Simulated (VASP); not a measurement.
Runs of VASP 6.6.1 on Nb2SnTe3. The structure is that of space group P4mm (No. 99), or close to it. The cells are those of the table. 

```tsv
task	cell	k mesh	cutoff (eV)	gap on the mesh (eV)	pressure (GPa)	largest force (eV/Å)
relaxation of cell and atoms	relaxed from a = 4.096, b = 4.096, c = 8.696 Å, 6 atoms	4 × 4 × 2	600	none	0.0	0.01
single point	a = 4.452, b = 4.452, c = 7.571 Å, 6 atoms	8 × 8 × 6	520	none	-0.1	0.01
single point	a = 4.096, b = 4.096, c = 8.696 Å, 6 atoms	4 × 4 × 2	520	none	0.0	0.71
single point	a = 4.438, b = 4.438, c = 7.582 Å, 6 atoms	4 × 4 × 2	520	none	-0.1	(a)
```

Alike in all rows: level PBE; potentials or basis VASP PAW PBE potentials, release 64 (Nb_sv, Sn_d, Te); no spin polarisation; smearing gaussian 0.1 eV.

Problem. Estimate the missing entries.

Solution. (a) 0.02.

Caveats: some runs use coarse meshes; spin-orbit coupling is left out, which moves the levels of the heavy elements.

A k mesh can miss the band edges, and the runs leave out spin-orbit coupling on Nb, Sn, Te.

A gap of «none» marks levels without a gap at the run's occupations.
